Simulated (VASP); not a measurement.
The system is Sb.

```
CELL_PARAMETERS angstrom
0.00000 3.40000 3.40000
3.40000 0.00000 3.40000
3.40000 3.40000 0.00000
ATOMIC_POSITIONS crystal
Sb 0.00000 0.00000 0.00000
Sb 0.25000 0.25000 0.25000
```

This isn't the form of Sb at room conditions, which is rhombohedral.

| Quantity | Value |
| --- | --- |
| Program | VASP 6.6.1 |
| Task | relaxation of cell and atoms |
| Functional | r2SCAN |
| Potentials or basis | VASP PAW PBE potentials, release 64 (Sb) |
| Cutoff | 550 eV |
| k mesh | 6 × 6 × 6 |
| Occupations | fermi-dirac, width 0.1 eV |
| Spin | no spin polarisation |

At the start: pressure 2.7 GPa; volume 39.30 Å³/atom.

**Question.** Where does the relaxation end?

**Answer.** Over 3 steps the energy falls by 22.1 meV/atom and the volume is 42.06 Å³/atom (+7.0 %); space group Fd-3m (No. 227, to 0.1 Å) before and after.

Step by step:
```csv
step,energy change (eV),largest force (eV/Å),pressure (GPa),volume (Å³)
1,0.0000,0.0000,2.72,78.61
2,-0.0377,0.0000,-0.89,86.43
3,-0.0442,0.0000,0.01,84.12
```

Final structure:
```
Sb
1.0
     0.00000    3.47774    3.47774
     3.47774    0.00000    3.47774
     3.47774    3.47774    0.00000
Sb
2
Direct
  0.00000 0.00000 0.00000
  0.25000 0.25000 0.25000
```

Caveat: the PAW data sets were made with another functional, which shifts forces and pressure a little.
